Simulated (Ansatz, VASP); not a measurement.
## Pd: VASP beside Ansatz

```xyz
5
Lattice="2.7155 0.0000 0.0000 -1.3577 2.3517 0.0000 0.0000 0.0000 24.8687" Properties=species:S:1:pos:R:3 pbc="T T T"
Pd    2.0366    0.3919    8.0000
Pd   -0.6789    1.9597   10.2172
Pd    0.6789    1.1758   12.4344
Pd    2.0366    0.3919   14.6515
Pd   -0.6789    1.9597   16.8687
```

Alike in both runs: task single point; functional LDA; k mesh 15 × 15 × 1; occupations fermi-dirac, width 0.05 eV; no spin polarisation.

```csv
,VASP,Ansatz
version,VASP 6.6.1,Ansatz 0.2.0
potentials or method,"VASP PAW LDA potentials, release 64 (Pd), cutoff 520 eV","all-electron LAPW, scalar-relativistic"
```

|  | VASP | Ansatz | Ansatz less VASP |
| --- | --- | --- | --- |
| rms of the force components (eV/Å) | 0.025 | 0.027 | +0.0021 |

LDA's correlation is that of Perdew and Zunger in VASP and of Perdew and Wang (1992) in Ansatz. Atom by atom the forces differ by 0.003 eV/Å (rms over components). Ansatz ran all-electron here, and VASP with PAW potentials.
